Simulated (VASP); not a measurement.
# Al (Fm-3m) in VASP: a series of runs, part 2 of 2

VASP 6.6.1. The steps go on from the part before.

## 3. Single point, PBE exchange alone

This run uses another cell than the first one, of 16.27 Å³/atom, 1.021 times its volume.

File INCAR:

```
PREC = Accurate ; ENCUT = 520
EDIFF = 1E-6 ; ISMEAR = -1
SIGMA = 0.05 ; LREAL = F
LASPH = T ; NELM = 100
ALGO = Fast ; ISIF = 2
LWAVE = F ; LCHARG = T
GGA = PE ; ALDAC = 0.0
AGGAC = 0.0 ; LELF = T
LVHAR = T ; NBANDS = 8
```

File KPOINTS:

```
Automatic mesh
0
Gamma
  11 11 11
```

File POSCAR:

```
Al
1.0
    0.0000000000      2.0112152952      2.0112152952
    2.0112152952      0.0000000000      2.0112152952
    2.0112152952      2.0112152952      0.0000000000
Al
1
Direct
    0.0000000000      0.0000000000      0.0000000000
```

Potentials or basis: VASP PAW PBE potentials, release 64 (Al).

Launch:

```
$ cat potpaw_PBE.64/Al/POTCAR > POTCAR
$ mpirun -np 1 vasp_std > vasp.out
```

OUTCAR:

```text
PREC = Accurate
   ENCUT = 520
   EDIFF = 1E-6
   ISMEAR = -1
   LREAL = F
   LASPH = T
   NELM = 100
   ISIF = 2
   GGA = PE

 ion  position               nearest neighbor table
   1  0.000  0.000  0.000-

  LATTYP: Found a face centered cubic cell.
 ALAT       =     4.0224305904

  Lattice vectors:

 A1 = (   0.0000000000,   2.0112152952,   2.0112152952)
 A2 = (   2.0112152952,   0.0000000000,   2.0112152952)
 A3 = (   2.0112152952,   2.0112152952,   0.0000000000)

Analysis of symmetry for initial positions (statically):
=====================================================================
 Subroutine PRICEL returns:
 Original cell was already a primitive cell.

 Routine SETGRP: Setting up the symmetry group for a
 face centered cubic supercell.

 Subroutine GETGRP returns: Found 48 space group operations
[... 9 lines left out ...]

 Routine SETGRP: Setting up the symmetry group for a
 face centered cubic supercell.

 Subroutine GETGRP returns: Found 48 space group operations
 (whereof 48 operations were pure point group operations)
 out of a pool of 48 trial point group operations.

The dynamic configuration has the point symmetry O_h .

 Subroutine INISYM returns: Found 48 space group operations
 (whereof 48 operations are pure point group operations),
 and found     1 'primitive' translations

----------------------------------------------------------------------------------------

                                     Primitive cell

  volume of cell :      16.2707

  direct lattice vectors                    reciprocal lattice vectors
     0.000000000  2.011215295  2.011215295    -0.248605906  0.248605906  0.248605906
     2.011215295  0.000000000  2.011215295     0.248605906 -0.248605906  0.248605906
     2.011215295  2.011215295  0.000000000     0.248605906  0.248605906 -0.248605906

  length of vectors
     2.844287947  2.844287947  2.844287947     0.430598060  0.430598060  0.430598060

  position of ions in fractional coordinates (direct lattice)
     0.000000000  0.000000000  0.000000000

  ion indices of the primitive-cell ions
   primitive index   ion index
                 1           1

----------------------------------------------------------------------------------------

 KPOINTS: Automatic mesh

Automatic generation of k-mesh.
 Grid dimensions read from file:
 generate k-points for:   11   11   11

 Generating k-lattice:

  Cartesian coordinates                     Fractional coordinates (reciprocal lattice)
    -0.022600537  0.022600537  0.022600537     0.090909091  0.000000000  0.000000000
     0.022600537 -0.022600537  0.022600537     0.000000000  0.090909091  0.000000000
     0.022600537  0.022600537 -0.022600537     0.000000000  0.000000000  0.090909091

  Length of vectors
     0.039145278  0.039145278  0.039145278

  Shift w.r.t. Gamma in fractional coordinates (k-lattice)
     0.000000000  0.000000000  0.000000000

 Subroutine IBZKPT returns following result:
 ===========================================

 Found     56 irreducible k-points:

 Following reciprocal coordinates:
            Coordinates               Weight
  0.000000  0.000000  0.000000      1.000000
  0.090909  0.000000  0.000000      8.000000
  0.181818  0.000000  0.000000      8.000000
  0.272727  0.000000  0.000000      8.000000
  0.363636  0.000000  0.000000      8.000000
  0.454545  0.000000  0.000000      8.000000
[... 16 lines left out ...]
 -0.272727  0.181818  0.000000     24.000000
 -0.181818  0.181818  0.000000     12.000000
 [... further k-points ...]
   k-points           NKPTS =     56   k-points in BZ     NKDIM =     56   number of bands    NBANDS=      8
   number of dos      NEDOS =    301   number of ions     NIONS =      1
   total plane-waves  NPLWV =  13824
   dimension x,y,z NGX =    24 NGY =   24 NGZ =   24
   dimension x,y,z NGXF=    48 NGYF=   48 NGZF=   48
   ions per type =               1
   NGX,Y,Z   is equivalent  to a cutoff of  14.03, 14.03, 14.03 a.u.
   NGXF,Y,Z  is equivalent  to a cutoff of  28.06, 28.06, 28.06 a.u.
 SYSTEM =  unknown system
   PREC   = accura    normal or accurate (medium, high low for compatibility)
   ISTART =      0    job   : 0-new  1-cont  2-samecut
   ICHARG =      2    charge: 1-file 2-atom 10-const
   ISPIN  =      1    spin polarized calculation?
   LNONCOLLINEAR =      F non collinear calculations
   LSORBIT =      F    spin-orbit coupling
   LASPH  =      T    aspherical Exc in radial PAW
   ENCUT  =  520.0 eV  38.22 Ry    6.18 a.u.   5.29  5.29  5.29*2*pi/ulx,y,z
   NELM   =    100;   NELMIN=  2; NELMDL= -5     # of ELM steps
   EDIFF  = 0.1E-05   stopping-criterion for ELM
   LREAL  =      F    real-space projection
   EDIFFG = 0.1E-04   stopping-criterion for IOM
   NSW    =      0    number of steps for IOM
   IBRION =     -1    ionic relax: 0-MD 1-quasi-New 2-CG
   NFREE  =      0    steps in history (QN), initial steepest desc. (CG)
   ISIF   =      2    stress and relaxation
   ISYM   =      2    0-nonsym 1-usesym 2-fastsym
   POTIM  = 0.5000    time-step for ionic-motion
   TEBEG  =    0.0;   TEEND  =   0.0 temperature during run
   PSTRESS=    0.0 pullay stress
   NELECT =       3.0000    total number of electrons
   NUPDOWN=      -1.0000    fix difference up-down
   EMIN   =  10.00;   EMAX   =-10.00  energy-range for DOS
   EFERMI =   0.00;   METHOD = LEGACY
   ISMEAR =    -1;   SIGMA  =   0.05  broadening in eV -4-tet -1-fermi 0-gaus
   EFERMI_NEDOS =   21; number of points for ismear=-14 and -15
   IALGO  =     68    algorithm
   IMIX   =      4    mixing-type and parameters
     AMIX     =   0.40;   BMIX     =  1.00
     AMIX_MAG =   1.60;   BMIX_MAG =  1.00
  volume/ion in A,a.u.               =      16.27       109.80
  Fermi-wavevector in a.u.,A,eV,Ry     =   0.931780  1.760809 11.812767  0.868214
  Thomas-Fermi vector in A             =   2.058309
   LORBIT       =      0    0 simple, 1 ext, 2 COOP (PROOUT), +10 PAW based schemes
   GGA     = PE    functional components
   LHFCALC =     F    Hartree Fock is set to
   AEXX    =    0.0000 exact exchange contribution
   IVDW    =     0    specifies the selected vdW correction
   LEPSILON=     F    determine dielectric tensor
   LRPA    =     F    only Hartree local field effects (RPA)
 non-spin polarized calculation
 RMM-DIIS sequential band-by-band and
  energy-cutoff  :      520.00
  volume of cell :       16.27
 maximum number of plane-waves:       448
 NGX is ok and might be reduce to    24
   NGX = 11   NGY = 11   NGZ = 11

 number of electron       3.0000000 magnetization

 Free energy of the ion-electron system (eV)
  ---------------------------------------------------
  ext. energy  EPLUGINS =         0.00000000
  ---------------------------------------------------
  free energy    TOTEN  =        -1.91174450 eV

  energy without entropy =       -1.90772176  energy(sigma->0) =       -1.90973313

 E-fermi :   9.6382     XC(G=0):  -8.7466

 val. band max:        9.4259844361   @ k =  -0.4545   0.4545   0.0909
 cond. band min:       9.6448028134   @ k =   0.4545   0.1818   0.0909
 fundamental gap:      0.2188183774
 Fermi energy:         9.6381901219

 k-point     1 :       0.0000    0.0000    0.0000
  band No.  band energies     occupation
      1      -1.6052      2.00000
      2      22.2774      0.00000
      3      22.2774      0.00000
      4      22.2774      0.00000
      5      23.8339      0.00000
      6      23.8339      0.00000
      7      23.8339      0.00000
      8      26.2034      0.00000

 k-point     2 :       0.0909    0.0000    0.0000
  band No.  band energies     occupation
      1      -1.3786      2.00000
      2      19.3624      0.00000
      3      21.6509      0.00000
      4      21.6509      0.00000
      5      24.5024      0.00000
      6      24.7986      0.00000
      7      24.7986      0.00000
      8      28.0329      0.00000

 k-point     3 :       0.1818    0.0000    0.0000
  band No.  band energies     occupation
      1      -0.7012      2.00000
      2      15.6916      0.00000
      3      20.9231      0.00000
      4      20.9231      0.00000
      5      24.2840      0.00000
      6      25.5988      0.00000
      7      25.5988      0.00000
      8      27.1684      0.00000
[... 210 lines left out ...]
 k-point    23 :      -0.2727    0.1818    0.0000
  band No.  band energies     occupation
      1       2.1974      2.00000
      2      10.7610      0.00000
      3      14.2112      0.00000
      4      19.9591      0.00000
      5      21.9901      0.00000
      6      24.9338      0.00000
      7      27.3825      0.00000
      8      27.9128      0.00000

 k-point    24 :      -0.1818    0.1818    0.0000
  band No.  band energies     occupation
      1       0.7928      2.00000
      2      13.4439      0.00000
      3      14.9580      0.00000
      4      21.5501      0.00000
      5      23.6292      0.00000
      6      24.6159      0.00000
      7      25.8229      0.00000
      8      26.7394      0.00000

 [... further k-points ...]
[... 5 lines left out ...]
  --------------------------------------------------------------------------------------
  -------------------------------------------------------------------------------------
  Total        1.1199069      1.1199069      1.1199069      0.0000000     -0.0000000     -0.0000000
  in kB      110.2774787    110.2774787    110.2774787      0.0000000     -0.0000000     -0.0000000
  external PRESSURE =     110.2774787 kB  Pullay stress =       0.0000000 kB

 VOLUME and BASIS-vectors are now :
 -----------------------------------------------------------------------------
  energy-cutoff  :      520.00
  volume of cell :       16.27
      direct lattice vectors                 reciprocal lattice vectors
     0.000000000  2.011215295  2.011215295    -0.248605906  0.248605906  0.248605906
     2.011215295  0.000000000  2.011215295     0.248605906 -0.248605906  0.248605906
     2.011215295  2.011215295  0.000000000     0.248605906  0.248605906 -0.248605906

 POSITION                                       TOTAL-FORCE (eV/Angst)
 -----------------------------------------------------------------------------------
      0.00000      0.00000      0.00000         0.000000      0.000000     -0.000000
 -----------------------------------------------------------------------------------
    total drift:                               -0.000000      0.000000      0.000000

  FREE ENERGIE OF THE ION-ELECTRON SYSTEM (eV)
  ---------------------------------------------------
  free  energy   TOTEN  =        -1.9117444963 eV

  energy  without entropy=       -1.9077217592  energy(sigma->0) =       -1.90973313
```

OSZICAR:

```text
N       E                     dE             d eps       ncg     rms          rms(c)
DAV:   1    -0.443045294699E+00   -0.44305E+00   -0.86726E+02   896   0.207E+02
DAV:   2    -0.190286155946E+01   -0.14598E+01   -0.13680E+01  1256   0.188E+01
DAV:   3    -0.191048854896E+01   -0.76270E-02   -0.76170E-02  1184   0.151E+00
DAV:   4    -0.191050689053E+01   -0.18342E-04   -0.18342E-04  1344   0.674E-02
DAV:   5    -0.191050692715E+01   -0.36615E-07   -0.37555E-07  1256   0.178E-03    0.903E-01
RMM:   6    -0.191088276510E+01   -0.37584E-03   -0.17050E-03   896   0.284E-01    0.570E-01
RMM:   7    -0.191166724353E+01   -0.78448E-03   -0.56000E-03   985   0.537E-01    0.732E-02
RMM:   8    -0.191173704295E+01   -0.69799E-04   -0.15567E-04   989   0.778E-02    0.234E-02
RMM:   9    -0.191174402403E+01   -0.69811E-05   -0.28610E-05  1035   0.310E-02    0.146E-02
RMM:  10    -0.191174449626E+01   -0.47223E-06   -0.60704E-06  1034   0.149E-02
   1 F= -.19117445E+01 E0= -.19097331E+01  d E =-.402274E-02
```

Run time: 3.3 s. Hardware: 1 thread of Intel Xeon 6975P-C, shared host; peak memory 0.13 GiB.

Results:

* Free energy: -1.9117 eV
* Pressure: 11.0 GPa

Levels at points of the mesh, in eV from the Fermi level:
| k point | band 1 | band 2 | band 3 | band 4 | band 5 | band 6 |
| --- | --- | --- | --- | --- | --- | --- |
| (0.00, 0.00, 0.00) | -11.24 | 12.64 | 12.64 | 12.64 | 14.20 | 14.20 |

## 4. Single point, PBE exchange alone

This run uses another cell than the first one, of 16.60 Å³/atom, 1.042 times its volume.

File INCAR:

```
SYSTEM = Al
  PREC = Accurate
  ENCUT = 520
  EDIFF = 1E-6
  ISMEAR = -1
  SIGMA = 0.05
  LREAL = .False.
  LASPH = .True.
  NELM = 80
  ALGO = Normal
  ISIF = 2
  LWAVE = .False.
  LCHARG = .True.
  GGA = PE
  ALDAC = 0.0
  AGGAC = 0.0
  LELF = .True.
  LVHAR = .True.
  NBANDS = 8
```

File KPOINTS:

```
regular mesh
0
Gamma
  11 11 11
  0 0 0
```

File POSCAR:

```
Al
1.0
    0.0000000000      2.0248050000      2.0248050000
    2.0248050000      0.0000000000      2.0248050000
    2.0248050000      2.0248050000      0.0000000000
Al
1
Direct
    0.0000000000      0.0000000000      0.0000000000
```

Potentials or basis: VASP PAW PBE potentials, release 64 (Al).

Launch:

```
$ cat potpaw_PBE.64/Al/POTCAR > POTCAR
$ mpirun -np 1 vasp_std > vasp.out
```

OUTCAR:

```text
SYSTEM = Al
   PREC = Accurate
   ENCUT = 520
   EDIFF = 1E-6
   ISMEAR = -1
   LREAL = .False.
   LASPH = .True.
   NELM = 80
   ISIF = 2
   GGA = PE

 ion  position               nearest neighbor table
   1  0.000  0.000  0.000-

  LATTYP: Found a face centered cubic cell.
 ALAT       =     4.0496100000

  Lattice vectors:

 A1 = (   0.0000000000,   2.0248050000,   2.0248050000)
 A2 = (   2.0248050000,   0.0000000000,   2.0248050000)
 A3 = (   2.0248050000,   2.0248050000,   0.0000000000)

Analysis of symmetry for initial positions (statically):
=====================================================================
 Subroutine PRICEL returns:
 Original cell was already a primitive cell.

 Routine SETGRP: Setting up the symmetry group for a
 face centered cubic supercell.

 Subroutine GETGRP returns: Found 48 space group operations
[... 9 lines left out ...]

 Routine SETGRP: Setting up the symmetry group for a
 face centered cubic supercell.

 Subroutine GETGRP returns: Found 48 space group operations
 (whereof 48 operations were pure point group operations)
 out of a pool of 48 trial point group operations.

[... 141 lines left out ...]
  ---------------------------------------------------
  free energy    TOTEN  =        -1.93272714 eV

  energy without entropy =       -1.92874155  energy(sigma->0) =       -1.93073435

 E-fermi :   9.4242     XC(G=0):  -8.6767

 val. band max:        9.2041234939   @ k =  -0.4545   0.4545   0.0909
 cond. band min:       9.4284338472   @ k =   0.4545   0.1818   0.0909
 fundamental gap:      0.2243103533
 Fermi energy:         9.4242188002

 k-point     1 :       0.0000    0.0000    0.0000
  band No.  band energies     occupation
      1      -1.6820      2.00000
      2      21.9479      0.00000
      3      21.9479      0.00000
      4      21.9479      0.00000
      5      23.3458      0.00000
      6      23.3458      0.00000
      7      23.3458      0.00000
      8      25.8481      0.00000
[... 243 lines left out ...]
 k-point    24 :      -0.1818    0.1818    0.0000
  band No.  band energies     occupation
      1       0.6846      2.00000
      2      13.1985      0.00000
      3      14.6455      0.00000
      4      21.1576      0.00000
      5      23.2304      0.00000
      6      24.2538      0.00000
      7      25.3642      0.00000
      8      26.2808      0.00000

 [... further k-points ...]
[... 5 lines left out ...]
  --------------------------------------------------------------------------------------
  -------------------------------------------------------------------------------------
  Total        0.9585012      0.9585012      0.9585012     -0.0000000     -0.0000000     -0.0000000
  in kB       92.4961437     92.4961437     92.4961437     -0.0000000     -0.0000000     -0.0000000
  external PRESSURE =      92.4961437 kB  Pullay stress =       0.0000000 kB

 VOLUME and BASIS-vectors are now :
 -----------------------------------------------------------------------------
  energy-cutoff  :      520.00
  volume of cell :       16.60
      direct lattice vectors                 reciprocal lattice vectors
     0.000000000  2.024805000  2.024805000    -0.246937359  0.246937359  0.246937359
     2.024805000  0.000000000  2.024805000     0.246937359 -0.246937359  0.246937359
     2.024805000  2.024805000  0.000000000     0.246937359  0.246937359 -0.246937359

 POSITION                                       TOTAL-FORCE (eV/Angst)
 -----------------------------------------------------------------------------------
      0.00000      0.00000      0.00000         0.000000      0.000000     -0.000000
 -----------------------------------------------------------------------------------
    total drift:                                0.000000     -0.000000     -0.000000

  FREE ENERGIE OF THE ION-ELECTRON SYSTEM (eV)
  ---------------------------------------------------
  free  energy   TOTEN  =        -1.9327271396 eV

  energy  without entropy=       -1.9287415540  energy(sigma->0) =       -1.93073435
```

It took 3.5 s on 1 thread of Intel Xeon 6975P-C, shared host; peak memory 0.13 GiB.

What came out:

```yaml
Free_energy: -1.9327 eV
Pressure: 9.2 GPa
```

Levels at points of the mesh, in eV from the Fermi level:
| k point | band 1 | band 2 | band 3 | band 4 |
| --- | --- | --- | --- | --- |
| (0.00, 0.00, 0.00) | -11.11 | 12.52 | 12.52 | 12.52 |

## 5. The runs side by side

| cell | gap on the mesh (eV) | pressure (GPa) |
| --- | --- | --- |
| a = 2.825 Å, angles 60.0°, 1 atom | none | 13.0 |
| a = 2.844 Å, angles 60.0°, 1 atom | none | 11.0 |
| a = 2.864 Å, angles 60.0°, 1 atom | none | 9.2 |

Alike in all rows: task single point; level PBE exchange alone; potentials or basis VASP PAW PBE potentials, release 64 (Al); no spin polarisation; k mesh 11 × 11 × 11; cutoff (eV) 520; smearing fermi-dirac 0.05 eV.

Absolute energies hang on the potentials; compare differences alone.
